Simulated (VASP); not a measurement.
# KI (Fm-3m) in VASP: further runs

The runs below take KI through single point, relaxation of cell and atoms, with PBE.

Program: VASP 6.6.1. These are calculated values, not measurements. Logs are shortened: lines on timing, memory, paths and dates and some standing lists are left out, and cuts for length are marked.

### Step 1. The cell of the first run

The structure is cubic, space group Fm-3m (No. 225). Conventional cell: a = 7.317 Å, b = 7.317 Å, c = 7.317 Å, α = 90.00°, β = 90.00°, γ = 90.00°. K (site symmetry m-3m) has 6 I at 3.66 Å within 4.8 Å. Within 4.8 Å of I (site symmetry m-3m) lie 6 K at 3.66 Å.

### Step 2. Single point, PBE (volume scaled by 1.06)

File INCAR:

```
ALGO     = Normal         # electronic algorithm
EDIFF    = 1E-7           # SCF threshold, eV
ENCUT    = 520            # plane-wave cutoff, eV
GGA      = PE             # functional
ISIF     = 2              # what is computed and relaxed
ISMEAR   = 0              # smearing method
LASPH    = T              # aspherical terms in the spheres
LCHARG   = F              # write CHGCAR
LREAL    = F              # projectors in reciprocal space
LWAVE    = F              # write WAVECAR
NBANDS   = 15             # bands
NELM     = 60             # most SCF steps
PREC     = Accurate       # precision mode
SIGMA    = 0.02           # smearing width, eV
```

File KPOINTS:

```
k-points
0
Gamma
  6 6 6
```

File POSCAR:

```
KI
1.0
    0.0000000000      3.6585566857      3.6585566857
    3.6585566857      0.0000000000      3.6585566857
    3.6585566857      3.6585566857      0.0000000000
K I
1 1
Direct
    0.0000000000      0.0000000000      0.0000000000
    0.5000000000      0.5000000000      0.5000000000
```

Potentials or basis: VASP PAW PBE potentials, release 64 (K_sv, I).

On the command line:

```sh
$ cat potpaw_PBE.64/K_sv/POTCAR potpaw_PBE.64/I/POTCAR > POTCAR
$ mpirun -np 1 vasp_std > vasp.out
```

OUTCAR:

```text
EDIFF = 1E-7
   ENCUT = 520
   GGA = PE
   ISIF = 2
   ISMEAR = 0
   LASPH = T
   LREAL = F
   NELM = 60
   PREC = Accurate

 ion  position               nearest neighbor table
   1  0.000  0.000  0.000-   2 3.66   2 3.66   2 3.66   2 3.66   2 3.66   2 3.66
   2  0.500  0.500  0.500-   1 3.66   1 3.66   1 3.66   1 3.66   1 3.66   1 3.66

  LATTYP: Found a face centered cubic cell.
 ALAT       =     7.3171133714

  Lattice vectors:

 A1 = (   0.0000000000,   3.6585566857,   3.6585566857)
 A2 = (   3.6585566857,   0.0000000000,   3.6585566857)
 A3 = (   3.6585566857,   3.6585566857,   0.0000000000)

Analysis of symmetry for initial positions (statically):
=====================================================================
 Subroutine PRICEL returns:
 Original cell was already a primitive cell.

 Routine SETGRP: Setting up the symmetry group for a
 face centered cubic supercell.

 Subroutine GETGRP returns: Found 48 space group operations
 (whereof 48 operations were pure point group operations)
 out of a pool of 48 trial point group operations.

The static configuration has the point symmetry O_h .

Analysis of symmetry for dynamics (positions and initial velocities):
=====================================================================
 Subroutine PRICEL returns:
 Original cell was already a primitive cell.

 Routine SETGRP: Setting up the symmetry group for a
 face centered cubic supercell.

 Subroutine GETGRP returns: Found 48 space group operations
 (whereof 48 operations were pure point group operations)
 out of a pool of 48 trial point group operations.

The dynamic configuration has the point symmetry O_h .

 Subroutine INISYM returns: Found 48 space group operations
 (whereof 48 operations are pure point group operations),
 and found     1 'primitive' translations

----------------------------------------------------------------------------------------

                                     Primitive cell

  volume of cell :      97.9398

  direct lattice vectors                    reciprocal lattice vectors
     0.000000000  3.658556686  3.658556686    -0.136665916  0.136665916  0.136665916
     3.658556686  0.000000000  3.658556686     0.136665916 -0.136665916  0.136665916
     3.658556686  3.658556686  0.000000000     0.136665916  0.136665916 -0.136665916

  length of vectors
     5.173980484  5.173980484  5.173980484     0.236712310  0.236712310  0.236712310

  position of ions in fractional coordinates (direct lattice)
     0.000000000  0.000000000  0.000000000
     0.500000000  0.500000000  0.500000000

  ion indices of the primitive-cell ions
   primitive index   ion index
                 1           1
                 2           2

----------------------------------------------------------------------------------------

 KPOINTS: k-points

Automatic generation of k-mesh.
 Grid dimensions read from file:
 generate k-points for:    6    6    6

 Generating k-lattice:

  Cartesian coordinates                     Fractional coordinates (reciprocal lattice)
    -0.022777653  0.022777653  0.022777653     0.166666667  0.000000000  0.000000000
     0.022777653 -0.022777653  0.022777653     0.000000000  0.166666667  0.000000000
     0.022777653  0.022777653 -0.022777653     0.000000000  0.000000000  0.166666667

  Length of vectors
     0.039452052  0.039452052  0.039452052

  Shift w.r.t. Gamma in fractional coordinates (k-lattice)
     0.000000000  0.000000000  0.000000000

 Subroutine IBZKPT returns following result:
 ===========================================

 Found     16 irreducible k-points:

 Following reciprocal coordinates:
            Coordinates               Weight
  0.000000  0.000000  0.000000      1.000000
  0.166667  0.000000  0.000000      8.000000
  0.333333  0.000000  0.000000      8.000000
  0.500000  0.000000  0.000000      4.000000
  0.166667  0.166667  0.000000      6.000000
  0.333333  0.166667  0.000000     24.000000
[... 8 lines left out ...]
 -0.333333  0.333333  0.166667     24.000000
 -0.333333  0.500000  0.166667     12.000000
   k-points           NKPTS =     16   k-points in BZ     NKDIM =     16   number of bands    NBANDS=     15
   number of dos      NEDOS =    301   number of ions     NIONS =      2
   total plane-waves  NPLWV =  64000
   dimension x,y,z NGX =    40 NGY =   40 NGZ =   40
   dimension x,y,z NGXF=    80 NGYF=   80 NGZF=   80
   ions per type =               1   1
   NGX,Y,Z   is equivalent  to a cutoff of  12.85, 12.85, 12.85 a.u.
   NGXF,Y,Z  is equivalent  to a cutoff of  25.70, 25.70, 25.70 a.u.
 SYSTEM =  unknown system
   PREC   = accura    normal or accurate (medium, high low for compatibility)
   ISTART =      0    job   : 0-new  1-cont  2-samecut
   ICHARG =      2    charge: 1-file 2-atom 10-const
   ISPIN  =      1    spin polarized calculation?
   LNONCOLLINEAR =      F non collinear calculations
   LSORBIT =      F    spin-orbit coupling
   LASPH  =      T    aspherical Exc in radial PAW
   ENCUT  =  520.0 eV  38.22 Ry    6.18 a.u.   9.62  9.62  9.62*2*pi/ulx,y,z
   NELM   =     60;   NELMIN=  2; NELMDL= -5     # of ELM steps
   EDIFF  = 0.1E-06   stopping-criterion for ELM
   LREAL  =      F    real-space projection
   EDIFFG = 0.1E-05   stopping-criterion for IOM
   NSW    =      0    number of steps for IOM
   IBRION =     -1    ionic relax: 0-MD 1-quasi-New 2-CG
   NFREE  =      0    steps in history (QN), initial steepest desc. (CG)
   ISIF   =      2    stress and relaxation
   ISYM   =      2    0-nonsym 1-usesym 2-fastsym
   POTIM  = 0.5000    time-step for ionic-motion
   TEBEG  =    0.0;   TEEND  =   0.0 temperature during run
   PSTRESS=    0.0 pullay stress
   NELECT =      16.0000    total number of electrons
   NUPDOWN=      -1.0000    fix difference up-down
   EMIN   =  10.00;   EMAX   =-10.00  energy-range for DOS
   EFERMI =   0.00;   METHOD = LEGACY
   ISMEAR =     0;   SIGMA  =   0.02  broadening in eV -4-tet -1-fermi 0-gaus
   EFERMI_NEDOS =   21; number of points for ismear=-14 and -15
   IALGO  =     38    algorithm
   IMIX   =      4    mixing-type and parameters
     AMIX     =   0.40;   BMIX     =  1.00
     AMIX_MAG =   1.60;   BMIX_MAG =  1.00
  volume/ion in A,a.u.               =      48.97       330.47
  Fermi-wavevector in a.u.,A,eV,Ry     =   0.894942  1.691196 10.897202  0.800922
  Thomas-Fermi vector in A             =   2.017211
   LORBIT       =      0    0 simple, 1 ext, 2 COOP (PROOUT), +10 PAW based schemes
   GGA     = PE    functional components
   LHFCALC =     F    Hartree Fock is set to
   AEXX    =    0.0000 exact exchange contribution
   IVDW    =     0    specifies the selected vdW correction
   LEPSILON=     F    determine dielectric tensor
   LRPA    =     F    only Hartree local field effects (RPA)
 non-spin polarized calculation
 Gauss-broadening in eV      SIGMA  =   0.02
  energy-cutoff  :      520.00
  volume of cell :       97.94
 maximum number of plane-waves:      2685
 NGX is ok and might be reduce to    40
   NGX = 19   NGY = 19   NGZ = 19

 number of electron      16.0000000 magnetization

 Free energy of the ion-electron system (eV)
  ---------------------------------------------------
  ext. energy  EPLUGINS =         0.00000000
  ---------------------------------------------------
  free energy    TOTEN  =        -5.55707197 eV

  energy without entropy =       -5.55707197  energy(sigma->0) =       -5.55707197

 E-fermi :  -0.7271     XC(G=0):  -6.7759

 val. band max:       -0.9198747258   @ k =   0.0000   0.0000   0.0000
 cond. band min:       2.8143882867   @ k =   0.0000   0.0000   0.0000
 fundamental gap:      3.7342630125
 Fermi energy:        -0.7271475314

 k-point     1 :       0.0000    0.0000    0.0000
  band No.  band energies     occupation
      1     -29.6237      2.00000
      2     -13.0993      2.00000
      3     -13.0993      2.00000
      4     -13.0993      2.00000
      5     -11.2809      2.00000
      6      -0.9199      2.00000
      7      -0.9199      2.00000
      8      -0.9199      2.00000
      9       2.8144      0.00000
     10       5.5980      0.00000
     11       5.5980      0.00000
     12       5.5980      0.00000
     13       6.2482      0.00000
     14       6.2482      0.00000
     15       8.7308      0.00000

 k-point     2 :       0.1667    0.0000    0.0000
  band No.  band energies     occupation
      1     -29.6234      2.00000
      2     -13.1197      2.00000
      3     -13.0997      2.00000
      4     -13.0997      2.00000
      5     -11.2381      2.00000
      6      -1.2641      2.00000
      7      -0.9885      2.00000
      8      -0.9885      2.00000
      9       3.3808      0.00000
     10       5.4908      0.00000
     11       5.8600      0.00000
     12       5.8600      0.00000
     13       6.5112      0.00000
     14       6.5112      0.00000
     15       9.4896      0.00000

 k-point     3 :       0.3333    0.0000    0.0000
  band No.  band energies     occupation
      1     -29.6229      2.00000
      2     -13.1584      2.00000
      3     -13.1006      2.00000
      4     -13.1006      2.00000
      5     -11.1536      2.00000
      6      -1.7962      2.00000
      7      -1.1176      2.00000
      8      -1.1176      2.00000
      9       4.2360      0.00000
     10       5.8421      0.00000
     11       6.4805      0.00000
     12       6.4805      0.00000
     13       7.2262      0.00000
     14       7.2262      0.00000
     15       8.3201      0.00000
[... 199 lines left out ...]
 k-point    15 :      -0.3333    0.3333    0.1667
  band No.  band energies     occupation
      1     -29.6224      2.00000
      2     -13.1444      2.00000
      3     -13.1144      2.00000
      4     -13.1084      2.00000
      5     -11.1376      2.00000
      6      -1.7241      2.00000
      7      -1.4488      2.00000
      8      -1.2776      2.00000
      9       5.2336      0.00000
     10       5.5887      0.00000
     11       5.7819      0.00000
     12       7.0198      0.00000
     13       7.5669      0.00000
     14       8.0327      0.00000
     15       8.5961      0.00000

 k-point    16 :      -0.3333    0.5000    0.1667
  band No.  band energies     occupation
      1     -29.6223      2.00000
      2     -13.1229      2.00000
      3     -13.1218      2.00000
      4     -13.1147      2.00000
      5     -11.1539      2.00000
      6      -1.6526      2.00000
      7      -1.3901      2.00000
      8      -1.3638      2.00000
      9       4.7902      0.00000
     10       5.1831      0.00000
     11       6.2839      0.00000
     12       7.0301      0.00000
     13       7.4182      0.00000
     14       8.4441      0.00000
     15       8.7334      0.00000

------------------------ aborting loop because EDIFF is reached ----------------------------------------

  FORCE on cell =-STRESS in cart. coord.  units (eV):
  Direction    XX          YY          ZZ          XY          YZ          ZX
  --------------------------------------------------------------------------------------
  -------------------------------------------------------------------------------------
  Total       -0.3080558     -0.3080558     -0.3080558     -0.0000000      0.0000000     -0.0000000
  in kB       -5.0394209     -5.0394209     -5.0394209     -0.0000000      0.0000000     -0.0000000
  external PRESSURE =      -5.0394209 kB  Pullay stress =       0.0000000 kB

 VOLUME and BASIS-vectors are now :
 -----------------------------------------------------------------------------
  energy-cutoff  :      520.00
  volume of cell :       97.94
      direct lattice vectors                 reciprocal lattice vectors
     0.000000000  3.658556686  3.658556686    -0.136665916  0.136665916  0.136665916
     3.658556686  0.000000000  3.658556686     0.136665916 -0.136665916  0.136665916
     3.658556686  3.658556686  0.000000000     0.136665916  0.136665916 -0.136665916

 POSITION                                       TOTAL-FORCE (eV/Angst)
 -----------------------------------------------------------------------------------
      0.00000      0.00000      0.00000         0.000000     -0.000000     -0.000000
      3.65856      3.65856      3.65856        -0.000000      0.000000      0.000000
 -----------------------------------------------------------------------------------
    total drift:                                0.000000     -0.000000     -0.000000

  FREE ENERGIE OF THE ION-ELECTRON SYSTEM (eV)
  ---------------------------------------------------
  free  energy   TOTEN  =        -5.5570719686 eV

  energy  without entropy=       -5.5570719686  energy(sigma->0) =       -5.55707197
```

Run time: 22 s. Hardware: 1 thread of Intel Xeon Platinum 8488C (Sapphire Rapids), shared host; peak memory 0.24 GiB.

What came out:

```yaml
Free_energy: -5.5571 eV
Pressure: -0.5 GPa
Band_gap_on_the_k_mesh: 3.73 eV, direct
```

Levels at points of the mesh, in eV from the valence-band top:
| k point | band 5 | band 6 | band 7 | band 8 | band 9 | band 10 | band 11 | band 12 |
| --- | --- | --- | --- | --- | --- | --- | --- | --- |
| (0.00, 0.00, 0.00) | -10.36 | 0.00 | 0.00 | 0.00 | 3.73 | 6.52 | 6.52 | 6.52 |
| (0.50, 0.00, 0.00) | -10.19 | -1.10 | -0.26 | -0.26 | 5.40 | 7.36 | 7.92 | 7.92 |
| (0.50, 0.50, 0.00) | -10.26 | -0.84 | -0.31 | -0.31 | 5.08 | 5.52 | 7.97 | 8.29 |

Caveat: the cell differs from its parent crystal (volume scaled by 1.06); spin-orbit coupling is left out, which moves the levels of the heavy elements.

### Step 3. Single point, PBE (volume scaled by 1.10)

File INCAR:

```
  ALGO = Normal
  EDIFF = 1E-6
  ENCUT = 520
  GGA = PE
  ISIF = 2
  ISMEAR = 0
  LASPH = True
  LCHARG = True
  LELF = True
  LREAL = False
  LVHAR = True
  LWAVE = False
  NBANDS = 15
  NELM = 80
  PREC = Accurate
  SIGMA = 0.02
```

KPOINTS is that of step 2.

File POSCAR:

```
KI
1.0
    0.0000000000      3.7040092424      3.7040092424
    3.7040092424      0.0000000000      3.7040092424
    3.7040092424      3.7040092424      0.0000000000
K I
1 1
Direct
    0.0000000000      0.0000000000      0.0000000000
    0.5000000000      0.5000000000      0.5000000000
```

Potentials or basis: VASP PAW PBE potentials, release 64 (K_sv, I).

On the command line:

```sh
$ cat potpaw_PBE.64/K_sv/POTCAR potpaw_PBE.64/I/POTCAR > POTCAR
$ mpirun -np 1 vasp_std > vasp.out
```

It took 18 s on 1 thread of Intel Xeon Platinum 8488C (Sapphire Rapids), shared host; peak memory 0.24 GiB.

It converged, with:

| Item | Value |
| --- | --- |
| Free energy | -5.5425 eV |
| Pressure | -0.8 GPa |
| Band gap on the k mesh | 3.66 eV, direct |

Levels at points of the mesh, in eV from the valence-band top:
| k point | band 6 | band 7 | band 8 | band 9 | band 10 | band 11 |
| --- | --- | --- | --- | --- | --- | --- |
| (0.00, 0.00, 0.00) | 0.00 | 0.00 | 0.00 | 3.66 | 6.52 | 6.52 |
| (0.50, 0.00, 0.00) | -1.03 | -0.24 | -0.24 | 5.36 | 7.22 | 7.85 |
| (0.50, 0.50, 0.00) | -0.79 | -0.29 | -0.29 | 5.12 | 5.44 | 7.92 |

Caveat: the cell differs from its parent crystal (volume scaled by 1.10); spin-orbit coupling is left out, which moves the levels of the heavy elements.

### Step 4. Relaxation of cell and atoms, PBE

This run uses another cell than the first one, of 44.09 Å³/atom, 0.900 times its volume.

File INCAR:

```
SYSTEM = KI
ALGO = Normal
EDIFF = 1E-6
EDIFFG = -0.005
ENCUT = 600
GGA = PE
IBRION = 2
ISIF = 3
ISMEAR = 0
LASPH = .True.
LCHARG = .False.
LREAL = .False.
LWAVE = .False.
NELM = 100
NSW = 100
PREC = Accurate
SIGMA = 0.02
```

File KPOINTS:

```
k-points
0
Gamma
  6 6 6
  0 0 0
```

File POSCAR:

```
KI
1.0
    0.0000000000      3.5327750000      3.5327750000
    3.5327750000      0.0000000000      3.5327750000
    3.5327750000      3.5327750000      0.0000000000
K I
1 1
Direct
    0.0000000000      0.0000000000      0.0000000000
    0.5000000000      0.5000000000      0.5000000000
```

On the command line:

```sh
$ cat potpaw_PBE.64/K_sv/POTCAR potpaw_PBE.64/I/POTCAR > POTCAR
$ mpirun -np 1 vasp_std > vasp.out
```

Wall time 45 s (1 thread of Intel Xeon Platinum 8488C (Sapphire Rapids), shared host); peak memory 0.25 GiB.

The run converged. Its results:

* Free energy: -5.5651 eV
* Relaxed volume: 46.44 Å³/atom
* Relaxed cell: a = 5.083 Å, b = 5.083 Å, c = 5.083 Å, α = 60.00°, β = 60.00°, γ = 60.00°
* Space group after relaxing (to 0.05 Å): Fm-3m (No. 225)
* Energy gained by relaxing: 4.3 meV/atom
* Ionic steps: 4
* Pressure after relaxing: 0.0 GPa
* Band gap on the k mesh: 3.85 eV, direct

The path:
```csv
step,energy change (eV),largest force (eV/Å),pressure (GPa),volume (Å³)
1,0.0000,0.0000,0.62,88.18
2,-0.0063,0.0000,0.31,90.38
3,-0.0085,0.0000,-0.06,93.42
4,-0.0086,0.0000,0.00,92.88
```

Final structure:
```
K I
1.0
     0.00000    3.59443    3.59443
     3.59443    0.00000    3.59443
     3.59443    3.59443    0.00000
K I
1 1
Direct
  0.00000 0.00000 0.00000
  0.50000 0.50000 0.50000
```

Levels at points of the mesh, in eV from the valence-band top:
```tsv
k point	band 6	band 7	band 8	band 9	band 10	band 11
(0.00, 0.00, 0.00)	0.00	0.00	0.00	3.85	6.51	6.51
(0.50, 0.00, 0.00)	-1.21	-0.30	-0.30	5.47	7.55	8.04
(0.50, 0.50, 0.00)	-0.92	-0.34	-0.34	5.01	5.65	8.04
```

Caveat: spin-orbit coupling is left out, which moves the levels of the heavy elements.

### Step 5. Summary

| task | cell | cutoff (eV) | gap on the mesh (eV) | pressure (GPa) |
| --- | --- | --- | --- | --- |
| single point | a = 5.174 Å, angles 60.0°, 2 atoms | 520 | 3.73 | -0.5 |
| single point | a = 5.238 Å, angles 60.0°, 2 atoms | 520 | 3.66 | -0.8 |
| relaxation of cell and atoms | relaxed from a = 4.996 Å, angles 60.0°, 2 atoms | 600 | 3.85 | 0.0 |

Alike in all rows: level PBE; potentials or basis VASP PAW PBE potentials, release 64 (K_sv, I); no spin polarisation; k mesh 6 × 6 × 6; smearing gaussian 0.02 eV.

Caveats: spin-orbit coupling is left out, which moves the levels of the heavy elements.

Total energies depend on the potentials used, so only differences within one code and one set of settings carry meaning.
